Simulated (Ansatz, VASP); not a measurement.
## Be in VASP and in Ansatz

```
Be
1.0
     3.74681    0.00000    0.00000
     0.00000    3.74681    0.00000
     0.00000    0.00000    2.30409
Be
4
Cartesian
  1.1143 1.1143 0.0000
  2.6325 2.6325 0.0000
  0.7591 2.9877 1.1520
  2.9877 0.7591 1.1520
```

Change from the starting cell: zz strain of +1 %.

Alike in both runs: task single point; functional PBE; k mesh 9 × 9 × 14; occupations fermi-dirac, width 0.05 eV; no spin polarisation.

```csv
,VASP,Ansatz
version,VASP 6.6.1,Ansatz 0.2.0
potentials or method,"VASP PAW PBE potentials, release 64 (Be), cutoff 520 eV","all-electron LAPW, scalar-relativistic"
```

|  | VASP | Ansatz | Ansatz less VASP |
| --- | --- | --- | --- |
| pressure (GPa) | -1.1 | -1.3 | -0.17 |
| traceless stress, the component that is largest in VASP (GPa) | -1.70 | -1.69 | +0.009 |
| rms of the force components (eV/Å) | 0.018 | 0.017 | -0.0013 |

Atom by atom the forces differ by 0.001 eV/Å (rms over components). Ansatz ran all-electron here, and VASP with PAW potentials.
